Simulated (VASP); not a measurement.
# Al2O3 (R-3c) in VASP: settings compared, part 2 of 2

VASP 6.6.1. The steps go on from the part before.

## Step 3: Electric field gradients, PBEsol

INCAR

```
SYSTEM = Al2O3
  ALGO = Normal
  EDIFF = 1E-8
  ENCUT = 520
  GGA = PS
  ISIF = 2
  ISMEAR = -1
  LASPH = .True.
  LCHARG = .False.
  LEFG = .True.
  LREAL = .False.
  LWAVE = .False.
  NBANDS = 35
  NELM = 60
  PREC = Accurate
  SIGMA = 0.02
```

KPOINTS

```
k-points
0
Gamma
  8 8 8
  0 0 0
```

POSCAR

```
Al2O3
1.0
    2.3802500000      1.3742379782      4.3318666667
   -2.3802500000      1.3742379782      4.3318666667
    0.0000000000     -2.7484759565      4.3318666667
Al O
4 6
Direct
    0.3520823946      0.3520823946      0.3520823946
    0.1479176054      0.1479176054      0.1479176054
    0.6479176054      0.6479176054      0.6479176054
    0.8520823946      0.8520823946      0.8520823946
    0.5564629985      0.9435370015      0.2500000000
    0.2500000000      0.5564629985      0.9435370015
    0.9435370015      0.2500000000      0.5564629985
    0.4435370015      0.0564629985      0.7500000000
    0.7500000000      0.4435370015      0.0564629985
    0.0564629985      0.7500000000      0.4435370015
```

Potentials or basis: VASP PAW PBE potentials, release 64 (Al, O).

Started as:

```bash
$ cat potpaw_PBE.64/Al/POTCAR potpaw_PBE.64/O/POTCAR > POTCAR
$ mpirun -np 1 vasp_std > vasp.out
```

OUTCAR:

```text
SYSTEM = Al2O3
   EDIFF = 1E-8
   ENCUT = 520
   GGA = PS
   ISIF = 2
   ISMEAR = -1
   LASPH = .True.
   LREAL = .False.
   NELM = 60
   PREC = Accurate

 ion  position               nearest neighbor table
   1  0.352  0.352  0.352-   9 1.86  10 1.86   8 1.86   7 1.97   5 1.97   6 1.97   2 2.65   3 2.79
                             3 2.79   3 2.79   2 3.22   2 3.22   2 3.22
   2  0.148  0.148  0.148-  10 1.86   9 1.86   8 1.86   6 1.97   5 1.97   7 1.97   1 2.65   4 2.79
                             4 2.79   4 2.79   1 3.22   1 3.22   1 3.22
   3  0.648  0.648  0.648-   6 1.86   7 1.86   5 1.86  10 1.97   8 1.97   9 1.97   4 2.65   1 2.79
                             1 2.79   1 2.79   4 3.22   4 3.22   4 3.22
   4  0.852  0.852  0.852-   7 1.86   6 1.86   5 1.86   9 1.97   8 1.97  10 1.97   3 2.65   2 2.79
                             2 2.79   2 2.79   3 3.22   3 3.22   3 3.22
   5  0.556  0.944  0.250-   3 1.86   4 1.86   2 1.97   1 1.97
   6  0.250  0.556  0.944-   3 1.86   4 1.86   2 1.97   1 1.97
   7  0.944  0.250  0.556-   4 1.86   3 1.86   1 1.97   2 1.97
   8  0.444  0.056  0.750-   1 1.86   2 1.86   3 1.97   4 1.97
   9  0.750  0.444  0.056-   1 1.86   2 1.86   4 1.97   3 1.97
  10  0.056  0.750  0.444-   2 1.86   1 1.86   3 1.97   4 1.97

  LATTYP: Found a trigonal (rhomboedric) cell.
 ALAT       =     5.1302230849
 COS(alpha) =     0.5694707703

  Lattice vectors:
[... 1162 lines left out ...]
   1      -3.111    -3.111     6.223     0.000     0.000     0.000
   2      -3.111    -3.111     6.223    -0.000    -0.000     0.000
   3      -3.111    -3.111     6.223     0.000     0.000     0.000
   4      -3.111    -3.111     6.223    -0.000    -0.000     0.000
   5       9.094    -6.129    -2.965    -0.000     0.000   -31.839
   6      -2.323     5.288    -2.965    -6.592    27.573    15.919
   7      -2.323     5.288    -2.965     6.592   -27.573    15.919
   8       9.094    -6.129    -2.965    -0.000     0.000   -31.839
   9      -2.323     5.288    -2.965    -6.592    27.573    15.919
  10      -2.323     5.288    -2.965     6.592   -27.573    15.919
---------------------------------------------------------------------

 Electric field gradients after diagonalization (V/A^2)
 (convention: |V_zz| > |V_xx| > |V_yy|)
----------------------------------------------------------------------
 ion       V_xx      V_yy      V_zz     asymmetry (V_yy - V_xx)/ V_zz
----------------------------------------------------------------------
   1      -3.111    -3.111     6.223       0.000
   2      -3.111    -3.111     6.223       0.000
   3      -3.111    -3.111     6.223       0.000
   4      -3.111    -3.111     6.223       0.000
   5      27.331     9.094   -36.425       0.501
   6      27.331     9.094   -36.425       0.501
   7      27.331     9.094   -36.425       0.501
   8      27.331     9.094   -36.425       0.501
   9      27.331     9.094   -36.425       0.501
  10      27.331     9.094   -36.425       0.501
----------------------------------------------------------------------

           NMR quadrupolar parameters

 Cq : quadrupolar parameter    Cq=e*Q*V_zz/h
 eta: asymmetry parameters     (V_yy - V_xx)/ V_zz
 Q  : nuclear electric quadrupole moment in mb (millibarn)
----------------------------------------------------------------------
 ion       Cq(MHz)       eta       Q (mb)
----------------------------------------------------------------------
   1       0.015       0.000       1.000
   2       0.015       0.000       1.000
   3       0.015       0.000       1.000
   4       0.015       0.000       1.000
   5      -0.088       0.501       1.000
   6      -0.088       0.501       1.000
   7      -0.088       0.501       1.000
   8      -0.088       0.501       1.000
   9      -0.088       0.501       1.000
  10      -0.088       0.501       1.000
----------------------------------------------------------------------
```

OSZICAR:

```text
N       E                     dE             d eps       ncg     rms          rms(c)
DAV:   1     0.222698664030E+03    0.22270E+03   -0.25283E+04  4550   0.131E+03
DAV:   2    -0.732898249983E+02   -0.29599E+03   -0.28616E+03  5782   0.286E+02
DAV:   3    -0.858227342623E+02   -0.12533E+02   -0.12488E+02  5934   0.600E+01
DAV:   4    -0.859195092714E+02   -0.96775E-01   -0.96712E-01  5652   0.605E+00
DAV:   5    -0.859206607650E+02   -0.11515E-02   -0.11513E-02  5761   0.659E-01    0.165E+01
DAV:   6    -0.787285828960E+02    0.71921E+01   -0.24684E+01  5567   0.263E+01    0.600E+00
DAV:   7    -0.786887998819E+02    0.39783E-01   -0.73444E-01  5444   0.423E+00    0.323E+00
DAV:   8    -0.786597098967E+02    0.29090E-01   -0.74452E-02  5590   0.211E+00    0.624E-01
DAV:   9    -0.786588221390E+02    0.88776E-03   -0.16676E-02  5972   0.667E-01    0.325E-01
DAV:  10    -0.786591097032E+02   -0.28756E-03   -0.49878E-04  5078   0.134E-01    0.671E-02
DAV:  11    -0.786590771842E+02    0.32519E-04   -0.24749E-04  5724   0.882E-02    0.244E-02
DAV:  12    -0.786590784014E+02   -0.12173E-05   -0.10929E-05  5465   0.201E-02    0.591E-03
DAV:  13    -0.786590776632E+02    0.73824E-06   -0.30712E-06  5732   0.962E-03    0.988E-04
DAV:  14    -0.786590775582E+02    0.10497E-06   -0.96741E-08  5177   0.192E-03    0.465E-04
DAV:  15    -0.786590776034E+02   -0.45151E-07   -0.33000E-09  4124   0.366E-04    0.325E-04
DAV:  16    -0.786590776284E+02   -0.25030E-07   -0.29649E-10  2908   0.115E-04    0.926E-05
DAV:  17    -0.786590776292E+02   -0.80536E-09   -0.75060E-10  2876   0.153E-04
   1 F= -.78659078E+02 E0= -.78659078E+02  d E =-.677539E-12
```

Wall time 8 min (1 thread of Oxide Virtual Turin-like, shared host); peak memory 0.28 GiB.

What came out:

```
Free energy                             : -78.6591 eV
Pressure                                : 1.8 GPa
Largest force                           : 0.061 eV/Å
Band gap on the k mesh                  : 6.13 eV
Largest electric field gradient by atom : Al +6.2; O -36.4 V/Å²
```

Forces in eV/Å, atoms in the order of the input:
```
Al   0.000  0.000 -0.028
Al   0.000  0.000  0.028
Al   0.000  0.000  0.028
Al   0.000  0.000 -0.028
O   -0.061  0.000  0.000
O    0.030 -0.052  0.000
O    0.030  0.052  0.000
O    0.061  0.000  0.000
O   -0.030  0.052  0.000
O   -0.030 -0.052  0.000
```

Electric field gradients, principal values (V/Å²):
| atom | least | middle | greatest (by size) |
| --- | --- | --- | --- |
| 1 Al | -3.111 | -3.111 | 6.223 |
| 2 Al | -3.111 | -3.111 | 6.223 |
| 3 Al | -3.111 | -3.111 | 6.223 |
| 4 Al | -3.111 | -3.111 | 6.223 |
| 5 O | 9.094 | 27.331 | -36.425 |
| 6 O | 9.094 | 27.331 | -36.425 |
| 7 O | 9.094 | 27.331 | -36.425 |
| 8 O | 9.094 | 27.331 | -36.425 |
| 9 O | 9.094 | 27.331 | -36.425 |
| 10 O | 9.094 | 27.331 | -36.425 |

Caveat: without QUAD_EFG the Cq values of the log hold for a quadrupole moment of 1 mb, not for the nuclei; the PAW data sets were made with another functional, which shifts forces and pressure a little. A k mesh can miss the band edges.

## Step 4: Electric field gradients, r2SCAN

POSCAR is that of step 3.

INCAR.step1

```
SYSTEM = Al2O3
  PREC = Accurate
  ENCUT = 520
  ISMEAR = -1
  SIGMA = 0.02
  LREAL = .False.
  LASPH = .True.
  NELM = 100
  NBANDS = 35
  GGA = PE
  ALGO = Normal
  EDIFF = 1E-4
  LWAVE = .True.
  LCHARG = .False.
```

INCAR.step2

```
SYSTEM = Al2O3
  PREC = Accurate
  ENCUT = 520
  EDIFF = 1E-8
  ISMEAR = -1
  SIGMA = 0.02
  LREAL = .False.
  LASPH = .True.
  NELM = 100
  ALGO = Normal
  ISIF = 2
  LWAVE = .False.
  LCHARG = .False.
  METAGGA = R2SCAN
  LMIXTAU = .True.
  LEFG = .True.
  NBANDS = 35
  ISTART = 1
```

KPOINTS

```
regular mesh
0
Gamma
  8 8 8
  0 0 0
```

Potentials or basis: VASP PAW PBE potentials, release 64 (Al, O).

Started as:

```bash
$ cat potpaw_PBE.64/Al/POTCAR potpaw_PBE.64/O/POTCAR > POTCAR
$ cp INCAR.step1 INCAR
$ mpirun -np 1 vasp_std > vasp.out
$ cp INCAR.step2 INCAR
$ mpirun -np 1 vasp_std > vasp.out
```

OUTCAR:

```text
SYSTEM = Al2O3
   PREC = Accurate
   ENCUT = 520
   EDIFF = 1E-8
   ISMEAR = -1
   LREAL = .False.
   LASPH = .True.
   NELM = 100
   ISIF = 2
   METAGGA = R2SCAN
   ISTART = 1

 ion  position               nearest neighbor table
   1  0.352  0.352  0.352-   9 1.86  10 1.86   8 1.86   7 1.97   5 1.97   6 1.97   2 2.65   3 2.79
                             3 2.79   3 2.79   2 3.22   2 3.22   2 3.22
   2  0.148  0.148  0.148-  10 1.86   9 1.86   8 1.86   6 1.97   5 1.97   7 1.97   1 2.65   4 2.79
                             4 2.79   4 2.79   1 3.22   1 3.22   1 3.22
   3  0.648  0.648  0.648-   6 1.86   7 1.86   5 1.86  10 1.97   8 1.97   9 1.97   4 2.65   1 2.79
                             1 2.79   1 2.79   4 3.22   4 3.22   4 3.22
   4  0.852  0.852  0.852-   7 1.86   6 1.86   5 1.86   9 1.97   8 1.97  10 1.97   3 2.65   2 2.79
                             2 2.79   2 2.79   3 3.22   3 3.22   3 3.22
   5  0.556  0.944  0.250-   3 1.86   4 1.86   2 1.97   1 1.97
   6  0.250  0.556  0.944-   3 1.86   4 1.86   2 1.97   1 1.97
   7  0.944  0.250  0.556-   4 1.86   3 1.86   1 1.97   2 1.97
   8  0.444  0.056  0.750-   1 1.86   2 1.86   3 1.97   4 1.97
   9  0.750  0.444  0.056-   1 1.86   2 1.86   4 1.97   3 1.97
  10  0.056  0.750  0.444-   2 1.86   1 1.86   3 1.97   4 1.97

  LATTYP: Found a trigonal (rhomboedric) cell.
 ALAT       =     5.1302230849
 COS(alpha) =     0.5694707703

  Lattice vectors:

 A1 = (   2.3802500000,   1.3742379782,   4.3318666667)
 A2 = (  -2.3802500000,   1.3742379782,   4.3318666667)
 A3 = (   0.0000000000,  -2.7484759565,   4.3318666667)

Analysis of symmetry for initial positions (statically):
=====================================================================
 Subroutine PRICEL returns:
 Original cell was already a primitive cell.

 Routine SETGRP: Setting up the symmetry group for a
 trigonal (rhombohedral) supercell.

 Subroutine GETGRP returns: Found 12 space group operations
 (whereof  6 operations were pure point group operations)
 out of a pool of 12 trial point group operations.
[... 1124 lines left out ...]
      0.00000     -0.00000      1.92228        -0.000000     -0.000000      0.058048
      0.00000     -0.00000      8.42008        -0.000000     -0.000000      0.058048
      0.00000     -0.00000     11.07332        -0.000000      0.000000     -0.058048
     -0.92133      1.37424      7.58077        -0.030373      0.000000     -0.000000
     -0.72946     -1.48502      7.58077         0.015187     -0.026304      0.000000
      1.65079      0.11078      7.58077         0.015187      0.026304      0.000000
      0.92133     -1.37424      5.41483         0.030373     -0.000000      0.000000
      0.72946      1.48502      5.41483        -0.015187      0.026304      0.000000
     -1.65079     -0.11078      5.41483        -0.015187     -0.026304      0.000000
 -----------------------------------------------------------------------------------
    total drift:                                0.000000     -0.000000      0.000000

  FREE ENERGIE OF THE ION-ELECTRON SYSTEM (eV)
  ---------------------------------------------------
  free  energy   TOTEN  =       -96.2691086602 eV

  energy  without entropy=      -96.2691086602  energy(sigma->0) =      -96.26910866

 Electric field gradients (V/A^2)
---------------------------------------------------------------------
 ion       V_xx      V_yy      V_zz      V_xy      V_xz      V_yz
---------------------------------------------------------------------
   1      -3.132    -3.132     6.264     0.000     0.000     0.000
   2      -3.132    -3.132     6.264    -0.000    -0.000     0.000
   3      -3.132    -3.132     6.264     0.000     0.000     0.000
   4      -3.132    -3.132     6.264    -0.000    -0.000     0.000
   5       9.308    -6.051    -3.257    -0.000     0.000   -32.404
   6      -2.211     5.468    -3.257    -6.650    28.063    16.202
   7      -2.211     5.468    -3.257     6.650   -28.063    16.202
   8       9.308    -6.051    -3.257    -0.000     0.000   -32.404
   9      -2.211     5.468    -3.257    -6.650    28.063    16.202
  10      -2.211     5.468    -3.257     6.650   -28.063    16.202
---------------------------------------------------------------------

 Electric field gradients after diagonalization (V/A^2)
 (convention: |V_zz| > |V_xx| > |V_yy|)
----------------------------------------------------------------------
 ion       V_xx      V_yy      V_zz     asymmetry (V_yy - V_xx)/ V_zz
----------------------------------------------------------------------
   1      -3.132    -3.132     6.264       0.000
   2      -3.132    -3.132     6.264       0.000
   3      -3.132    -3.132     6.264       0.000
   4      -3.132    -3.132     6.264       0.000
   5      27.781     9.308   -37.088       0.498
   6      27.781     9.308   -37.088       0.498
   7      27.781     9.308   -37.088       0.498
   8      27.781     9.308   -37.088       0.498
   9      27.781     9.308   -37.088       0.498
  10      27.781     9.308   -37.088       0.498
----------------------------------------------------------------------

           NMR quadrupolar parameters

 Cq : quadrupolar parameter    Cq=e*Q*V_zz/h
 eta: asymmetry parameters     (V_yy - V_xx)/ V_zz
 Q  : nuclear electric quadrupole moment in mb (millibarn)
----------------------------------------------------------------------
 ion       Cq(MHz)       eta       Q (mb)
----------------------------------------------------------------------
   1       0.015       0.000       1.000
   2       0.015       0.000       1.000
   3       0.015       0.000       1.000
   4       0.015       0.000       1.000
   5      -0.090       0.498       1.000
   6      -0.090       0.498       1.000
   7      -0.090       0.498       1.000
   8      -0.090       0.498       1.000
   9      -0.090       0.498       1.000
  10      -0.090       0.498       1.000
----------------------------------------------------------------------
```

Wall time 29 min (1 thread of Oxide Virtual Turin-like, shared host); peak memory 0.3 GiB.

Results:

```
Free energy                             : -96.2691 eV
Pressure                                : -0.7 GPa
Largest force                           : 0.058 eV/Å
Band gap on the k mesh                  : 7.14 eV
Largest electric field gradient by atom : Al +6.3; O -37.1 V/Å²
```

Forces in eV/Å, atoms in the order of the input:
```
Al   0.000  0.000 -0.058
Al   0.000  0.000  0.058
Al   0.000  0.000  0.058
Al   0.000  0.000 -0.058
O   -0.030  0.000  0.000
O    0.015 -0.026  0.000
O    0.015  0.026  0.000
O    0.030  0.000  0.000
O   -0.015  0.026  0.000
O   -0.015 -0.026  0.000
```

Electric field gradients, principal values (V/Å²):
```
atom   least  middle  greatest (by size)
1 Al  -3.132  -3.132               6.264
2 Al  -3.132  -3.132               6.264
3 Al  -3.132  -3.132               6.264
4 Al  -3.132  -3.132               6.264
 5 O   9.308  27.781             -37.088
 6 O   9.308  27.781             -37.088
 7 O   9.308  27.781             -37.088
 8 O   9.308  27.781             -37.088
 9 O   9.308  27.781             -37.088
10 O   9.308  27.781             -37.088
```

Caveat: without QUAD_EFG the Cq values of the log hold for a quadrupole moment of 1 mb, not for the nuclei; the PAW data sets were made with another functional, which shifts forces and pressure a little. A k mesh can miss the band edges.

## Step 5: Overview

| level | potentials or basis | gap on the mesh (eV) | pressure (GPa) | largest force (eV/Å) |
| --- | --- | --- | --- | --- |
| LDA | VASP PAW LDA potentials, release 64 (Al, O) | 6.17 | -4.5 | 0.10 |
| PBEsol | VASP PAW PBE potentials, release 64 (Al, O) | 6.13 | 1.8 | 0.06 |
| r2SCAN | VASP PAW PBE potentials, release 64 (Al, O) | 7.14 | -0.7 | 0.06 |

Alike in all rows: task electric field gradients; no spin polarisation; cell as given; k mesh 8 × 8 × 8; cutoff (eV) 520; smearing fermi-dirac 0.02 eV.

Caveats: the PAW data sets were made with another functional, which shifts forces and pressure a little (at least some runs); the cell stands under tension (at least some runs).

Absolute energies hang on the potentials; compare differences alone.
